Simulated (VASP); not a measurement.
# GaSb3 (I4/mmm) in VASP: further runs

GaSb3 is run at these levels: PBEsol; tasks: single point.

All numbers are computed with VASP 6.6.1; they aren't measurements. Logs are shortened: lines on timing, memory, paths and dates and some standing lists are left out, and cuts for length are marked.

## Step 1: The cell of the first run

The structure is tetragonal, space group I4/mmm (No. 139). Conventional cell: a = 5.203 Å, b = 5.203 Å, c = 6.975 Å, α = 90.00°, β = 90.00°, γ = 90.00°. Ga (site symmetry 4/mmm) has 14 Sb at 3.13 to 3.68 Å within 4.1 Å. Within 4.1 Å of Sb (site symmetry -4m2) lie 4 Ga at 3.13 Å and 10 Sb at 3.13 to 3.68 Å. Within 4.1 Å of Sb (site symmetry 4/mmm) lie 8 Sb at 3.13 Å and 6 Ga at 3.49 to 3.68 Å.

## Step 2: Single point, PBEsol (23.60 Å³/atom)

The input, INCAR:

```
PREC = Accurate
ENCUT = 520
EDIFF = 1E-6
ISMEAR = 0
SIGMA = 0.15
LREAL = F
LASPH = T
NELM = 60
ALGO = Normal
ISIF = 2
LWAVE = F
LCHARG = F
GGA = PS
NBANDS = 22
```

The input, KPOINTS:

```
Automatic mesh
0
Gamma
  10 10 10
```

The input, POSCAR:

```
GaSb3
1.0
    0.0000000000      3.6788427150      3.4875428938
    3.6788427150      0.0000000000      3.4875428938
    3.6788427150      3.6788427150      0.0000000000
Ga Sb
1 3
Direct
    0.0000000000      0.0000000000      0.0000000000
    0.2500000000      0.2500000000      0.2500000000
    0.7500000000      0.7500000000      0.7500000000
    0.5000000000      0.5000000000      0.5000000000
```

Potentials or basis: VASP PAW PBE potentials, release 64 (Ga_d, Sb).

Command:

```console
cat potpaw_PBE.64/Ga_d/POTCAR potpaw_PBE.64/Sb/POTCAR > POTCAR
mpirun -np 1 vasp_std > vasp.out
```

OUTCAR:

```text
PREC = Accurate
   ENCUT = 520
   EDIFF = 1E-6
   ISMEAR = 0
   LREAL = F
   LASPH = T
   NELM = 60
   ISIF = 2
   GGA = PS

 ion  position               nearest neighbor table
   1  0.000  0.000  0.000-   3 3.13   3 3.13   2 3.13   2 3.13   3 3.13   2 3.13   3 3.13   2 3.13

   2  0.250  0.250  0.250-   1 3.13   1 3.13   4 3.13   4 3.13   4 3.13   4 3.13   1 3.13   1 3.13
                             3 3.49   3 3.49   3 3.68   3 3.68   3 3.68   3 3.68
   3  0.750  0.750  0.750-   4 3.13   4 3.13   1 3.13   1 3.13   4 3.13   1 3.13   4 3.13   1 3.13
                             2 3.49   2 3.49   2 3.68   2 3.68   2 3.68   2 3.68
   4  0.500  0.500  0.500-   2 3.13   2 3.13   3 3.13   3 3.13   3 3.13   3 3.13   2 3.13   2 3.13

  LATTYP: Found a body centered tetragonal cell.
 ALAT       =     5.2026692614
 C/A-ratio  =     1.3406744571

  Lattice vectors:

 A1 = (   0.0000000000,  -3.6788427150,  -3.4875428938)
 A2 = (   0.0000000000,   3.6788427150,  -3.4875428938)
 A3 = (   3.6788427150,   0.0000000000,   3.4875428938)

Analysis of symmetry for initial positions (statically):
=====================================================================
 Subroutine PRICEL returns:
 Original cell was already a primitive cell.

 Routine SETGRP: Setting up the symmetry group for a
 body centered tetragonal supercell.

 Subroutine GETGRP returns: Found 16 space group operations
 (whereof 16 operations were pure point group operations)
 out of a pool of 16 trial point group operations.

The static configuration has the point symmetry D_4h.

Analysis of symmetry for dynamics (positions and initial velocities):
=====================================================================
 Subroutine PRICEL returns:
 Original cell was already a primitive cell.

 Routine SETGRP: Setting up the symmetry group for a
 body centered tetragonal supercell.

 Subroutine GETGRP returns: Found 16 space group operations
 (whereof 16 operations were pure point group operations)
 out of a pool of 16 trial point group operations.

The dynamic configuration has the point symmetry D_4h.

 Subroutine INISYM returns: Found 16 space group operations
 (whereof 16 operations are pure point group operations),
 and found     1 'primitive' translations

----------------------------------------------------------------------------------------

                                     Primitive cell

  volume of cell :      94.4000

  direct lattice vectors                    reciprocal lattice vectors
     0.000000000  3.678842715  3.487542894    -0.135912307  0.135912307  0.143367412
     3.678842715  0.000000000  3.487542894     0.135912307 -0.135912307  0.143367412
     3.678842715  3.678842715  0.000000000     0.135912307  0.135912307 -0.143367412

  length of vectors
     5.069204983  5.069204983  5.202669261     0.239788501  0.239788501  0.239788501

  position of ions in fractional coordinates (direct lattice)
     0.000000000  0.000000000  0.000000000
     0.250000000  0.250000000  0.250000000
     0.750000000  0.750000000  0.750000000
     0.500000000  0.500000000  0.500000000

  ion indices of the primitive-cell ions
   primitive index   ion index
                 1           1
                 2           2
                 3           3
                 4           4

----------------------------------------------------------------------------------------

 KPOINTS: Automatic mesh

Automatic generation of k-mesh.
 Grid dimensions read from file:
 generate k-points for:   10   10   10

 Generating k-lattice:

  Cartesian coordinates                     Fractional coordinates (reciprocal lattice)
    -0.013591231  0.013591231  0.014336741     0.100000000  0.000000000  0.000000000
     0.013591231 -0.013591231  0.014336741     0.000000000  0.100000000  0.000000000
     0.013591231  0.013591231 -0.014336741    -0.000000000 -0.000000000  0.100000000

  Length of vectors
     0.023978850  0.023978850  0.023978850

  Shift w.r.t. Gamma in fractional coordinates (k-lattice)
     0.000000000  0.000000000  0.000000000

 Subroutine IBZKPT returns following result:
 ===========================================

 Found    102 irreducible k-points:

 Following reciprocal coordinates:
            Coordinates               Weight
  0.000000  0.000000  0.000000      1.000000
  0.100000  0.000000  0.000000      8.000000
  0.200000  0.000000  0.000000      8.000000
  0.300000  0.000000  0.000000      8.000000
  0.400000  0.000000  0.000000      8.000000
  0.500000  0.000000  0.000000      4.000000
[... 16 lines left out ...]
  0.300000  0.300000  0.000000      2.000000
  0.400000  0.300000  0.000000      8.000000
 [... further k-points ...]
   k-points           NKPTS =    102   k-points in BZ     NKDIM =    102   number of bands    NBANDS=     22
   number of dos      NEDOS =    301   number of ions     NIONS =      4
   total plane-waves  NPLWV =  64000
   dimension x,y,z NGX =    40 NGY =   40 NGZ =   40
   dimension x,y,z NGXF=    80 NGYF=   80 NGZF=   80
   ions per type =               1   3
   NGX,Y,Z   is equivalent  to a cutoff of  13.12, 13.12, 12.78 a.u.
   NGXF,Y,Z  is equivalent  to a cutoff of  26.24, 26.24, 25.56 a.u.
 SYSTEM =  unknown system
   PREC   = accura    normal or accurate (medium, high low for compatibility)
   ISTART =      0    job   : 0-new  1-cont  2-samecut
   ICHARG =      2    charge: 1-file 2-atom 10-const
   ISPIN  =      1    spin polarized calculation?
   LNONCOLLINEAR =      F non collinear calculations
   LSORBIT =      F    spin-orbit coupling
   LASPH  =      T    aspherical Exc in radial PAW
   ENCUT  =  520.0 eV  38.22 Ry    6.18 a.u.   9.43  9.43  9.67*2*pi/ulx,y,z
   NELM   =     60;   NELMIN=  2; NELMDL= -5     # of ELM steps
   EDIFF  = 0.1E-05   stopping-criterion for ELM
   LREAL  =      F    real-space projection
   EDIFFG = 0.1E-04   stopping-criterion for IOM
   NSW    =      0    number of steps for IOM
   IBRION =     -1    ionic relax: 0-MD 1-quasi-New 2-CG
   NFREE  =      0    steps in history (QN), initial steepest desc. (CG)
   ISIF   =      2    stress and relaxation
   ISYM   =      2    0-nonsym 1-usesym 2-fastsym
   POTIM  = 0.5000    time-step for ionic-motion
   TEBEG  =    0.0;   TEEND  =   0.0 temperature during run
   PSTRESS=    0.0 pullay stress
   NELECT =      28.0000    total number of electrons
   NUPDOWN=      -1.0000    fix difference up-down
   EMIN   =  10.00;   EMAX   =-10.00  energy-range for DOS
   EFERMI =   0.00;   METHOD = LEGACY
   ISMEAR =     0;   SIGMA  =   0.15  broadening in eV -4-tet -1-fermi 0-gaus
   EFERMI_NEDOS =   21; number of points for ismear=-14 and -15
   IALGO  =     38    algorithm
   IMIX   =      4    mixing-type and parameters
     AMIX     =   0.40;   BMIX     =  1.00
     AMIX_MAG =   1.60;   BMIX_MAG =  1.00
  volume/ion in A,a.u.               =      23.60       159.26
  Fermi-wavevector in a.u.,A,eV,Ry     =   1.091784  2.063173 16.218049  1.191993
  Thomas-Fermi vector in A             =   2.228037
   LORBIT       =      0    0 simple, 1 ext, 2 COOP (PROOUT), +10 PAW based schemes
   GGA     = PS    functional components
   LHFCALC =     F    Hartree Fock is set to
   AEXX    =    0.0000 exact exchange contribution
   IVDW    =     0    specifies the selected vdW correction
   LEPSILON=     F    determine dielectric tensor
   LRPA    =     F    only Hartree local field effects (RPA)
 non-spin polarized calculation
 Gauss-broadening in eV      SIGMA  =   0.15
  energy-cutoff  :      520.00
  volume of cell :       94.40
 maximum number of plane-waves:      2569
 NGX is ok and might be reduce to    40
   NGX = 19   NGY = 19   NGZ = 19

 number of electron      27.9999991 magnetization

 Free energy of the ion-electron system (eV)
  ---------------------------------------------------
  ext. energy  EPLUGINS =         0.00000000
  ---------------------------------------------------
  free energy    TOTEN  =       -16.37175287 eV

  energy without entropy =      -16.34787499  energy(sigma->0) =      -16.35981393

 E-fermi :   8.4535     XC(G=0): -10.7244

 val. band max:        8.4496110467   @ k =   0.3000   0.0000   0.3000
 cond. band min:       8.4574433150   @ k =   0.2000   0.0000   0.1000
 fundamental gap:      0.0078322683
 Fermi energy:         8.4534799468

 k-point     1 :       0.0000    0.0000    0.0000
  band No.  band energies     occupation
      1      -6.2905      2.00000
      2      -6.2905      2.00000
      3      -6.2860      2.00000
      4      -6.2756      2.00000
      5      -6.2668      2.00000
      6      -4.7010      2.00000
[... 14 lines left out ...]
     21      15.8675      0.00000
     22      15.8675      0.00000

 k-point     2 :       0.1000    0.0000    0.0000
  band No.  band energies     occupation
      1      -6.2908      2.00000
      2      -6.2901      2.00000
      3      -6.2860      2.00000
      4      -6.2757      2.00000
      5      -6.2669      2.00000
      6      -4.6164      2.00000
[... 14 lines left out ...]
     21      15.1434      0.00000
     22      15.7329      0.00000

 k-point     3 :       0.2000    0.0000    0.0000
  band No.  band energies     occupation
      1      -6.2924      2.00000
      2      -6.2892      2.00000
      3      -6.2857      2.00000
      4      -6.2761      2.00000
      5      -6.2670      2.00000
      6      -4.3635      2.00000
[... 14 lines left out ...]
     21      13.6172      0.00000
     22      14.9854      0.00000
[... 476 lines left out ...]
 k-point    23 :       0.3000    0.3000    0.0000
  band No.  band energies     occupation
      1      -6.2962      2.00000
      2      -6.2859      2.00000
      3      -6.2859      2.00000
      4      -6.2812      2.00000
      5      -6.2656      2.00000
      6      -3.6189      2.00000
[... 14 lines left out ...]
     21      13.0229      0.00000
     22      13.0229      0.00000

 k-point    24 :       0.4000    0.3000    0.0000
  band No.  band energies     occupation
      1      -6.2979      2.00000
      2      -6.2854      2.00000
      3      -6.2849      2.00000
      4      -6.2826      2.00000
      5      -6.2655      2.00000
      6      -3.1865      2.00000
[... 14 lines left out ...]
     21      13.0957      0.00000
     22      13.2022      0.00000

 [... further k-points ...]
[... 5 lines left out ...]
  --------------------------------------------------------------------------------------
  -------------------------------------------------------------------------------------
  Total        0.9401633      0.9401633      1.7934346      0.0000000      0.0000000      0.0000000
  in kB       15.9566554     15.9566554     30.4385620      0.0000000      0.0000000      0.0000000
  external PRESSURE =      20.7839576 kB  Pullay stress =       0.0000000 kB

 VOLUME and BASIS-vectors are now :
 -----------------------------------------------------------------------------
  energy-cutoff  :      520.00
  volume of cell :       94.40
      direct lattice vectors                 reciprocal lattice vectors
     0.000000000  3.678842715  3.487542894    -0.135912307  0.135912307  0.143367412
     3.678842715  0.000000000  3.487542894     0.135912307 -0.135912307  0.143367412
     3.678842715  3.678842715  0.000000000     0.135912307  0.135912307 -0.143367412

 POSITION                                       TOTAL-FORCE (eV/Angst)
 -----------------------------------------------------------------------------------
      0.00000      0.00000      0.00000        -0.000000      0.000000     -0.000000
      1.83942      1.83942      1.74377        -0.000000     -0.000000      0.000000
      5.51826      5.51826      5.23131         0.000000      0.000000     -0.000000
      3.67884      3.67884      3.48754        -0.000000      0.000000     -0.000000
 -----------------------------------------------------------------------------------
    total drift:                               -0.000000      0.000000      0.000000

  FREE ENERGIE OF THE ION-ELECTRON SYSTEM (eV)
  ---------------------------------------------------
  free  energy   TOTEN  =       -16.3717528743 eV

  energy  without entropy=      -16.3478749926  energy(sigma->0) =      -16.35981393
```

Run time: 5.6 min. Hardware: 1 thread of Intel Xeon 8259CL, shared host; peak memory 0.34 GiB.

Results:

```
Free energy            : -16.3718 eV
Pressure               : 2.1 GPa
Band gap on the k mesh : zero (bands 14 and 15 overlap by 4.48 eV)
```

Levels at points of the mesh, in eV from the Fermi level:
```csv
k point,band 10,band 11,band 12,band 13,band 14,band 15,band 16,band 17,band 18,band 19
"(0.00, 0.00, 0.00)",-2.76,-2.70,-2.70,-2.70,-2.70,-2.60,-1.02,-1.02,-0.31,3.11
"(0.50, 0.00, 0.00)",-4.01,-3.70,-3.02,-2.78,-0.13,0.20,1.99,2.51,2.83,3.32
"(0.50, 0.50, 0.00)",-5.79,-5.79,0.73,0.96,1.10,1.10,1.97,1.97,2.84,4.43
"(0.50, 0.00, 0.50)",-5.69,-5.59,0.80,1.06,1.50,1.64,1.81,2.16,2.63,3.87
```

Caveat: the PAW data sets were made with another functional, which shifts forces and pressure a little; spin-orbit coupling is left out, which moves the levels of the heavy elements.

(Part 1 of 2 ends here.)
